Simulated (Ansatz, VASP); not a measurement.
## GeBiO4: VASP beside Ansatz

INCAR

```
ALGO     = Normal         # electronic algorithm
EDIFF    = 1E-7           # SCF threshold, eV
EDIFFG   = -0.01          # ionic threshold
ENCUT    = 600            # plane-wave cutoff, eV
GGA      = PE             # functional
IBRION   = 2              # ionic algorithm
ISIF     = 3              # what is computed and relaxed
ISMEAR   = 0              # smearing method
LASPH    = T              # aspherical terms in the spheres
LCHARG   = F              # write CHGCAR
LREAL    = F              # projectors in reciprocal space
LWAVE    = F              # write WAVECAR
NELM     = 80             # most SCF steps
NSW      = 100            # ionic steps
PREC     = Accurate       # precision mode
SIGMA    = 0.1            # smearing width, eV
```

The input KPOINTS:

```
k-points
0
Gamma
  10 10 8
```

Contents of POSCAR:

```
GeBiO4
1.0
    3.6408405924      0.0000000000      0.0000000000
    0.0000000000      3.6408405924      0.0000000000
    0.0000000000      0.0000000000      5.2944955896
Ge Bi O
1 1 4
Direct
    0.5000000000      0.5000000000      0.5000000000
    0.0000000000      0.0000000000      0.0000000000
    0.5000000000      0.0000000000      0.7248868356
    0.0000000000      0.5000000000      0.2751131644
    0.5000000000      0.0000000000      0.2751131644
    0.0000000000      0.5000000000      0.7248868356
```

Input for Ansatz:

```yaml
crystal:
  lattice:
    - [3.6408405924, 0.0, 0.0]
    - [0.0, 3.6408405924, 0.0]
    - [0.0, 0.0, 5.2944955896]
  atoms:
    - { symbol: Ge, position: [0.5, 0.5, 0.5] }
    - { symbol: Bi, position: [0.0, 0.0, 0.0] }
    - { symbol: O, position: [0.5, 0.0, 0.7248868356] }
    - { symbol: O, position: [0.0, 0.5, 0.2751131644] }
    - { symbol: O, position: [0.5, 0.0, 0.2751131644] }
    - { symbol: O, position: [0.0, 0.5, 0.7248868356] }
basis:
  ecutwfc: 420
kpoints:
  mp_grid: { grid: [10, 10, 8] }
hamiltonian:
  xc: pbe
scf:
  occupations: { method: gaussian, width: 0.1 }
output:
  forces: true
  stress: true
  eigenvalues: true
  write_density: true
  write_potential: true
  elf: true
  volumetric_format: npy
relax:
  adjacent_minimum: "off"
  f_tol: 0.01
  max_steps: 80
  cell: { stress_tol: 0.05 }
```

Change from the starting cell: species swapped into the NaErF4 type (P4/mmm, No. 123).

Alike in both runs: task relaxation of cell and atoms; functional PBE; k mesh 10 × 10 × 8; occupations gaussian, width 0.1 eV; no spin polarisation.

|  | VASP | Ansatz |
| --- | --- | --- |
| version | VASP 6.6.1 | Ansatz 0.2.0 |
| potentials or method | VASP PAW PBE potentials, release 64 (Ge_d, Bi_d, O), cutoff 600 eV | scalar-relativistic, plane waves, PAW |
| valence electrons in the cell | 53 | 53 |

```csv
,VASP,Ansatz,Ansatz less VASP
"gap on the k mesh at the Fermi level, each at its own relaxed structure (eV)",none,none,-
relaxed volume (Å³/atom),11.70,11.69,-0.009
relaxed length of the cell vector where the two differ most in proportion (Å),5.306,5.304,-0.0021
```

A gap of «none» marks a metal or a gap that the smearing closes.

Neither program's run includes spin-orbit coupling.
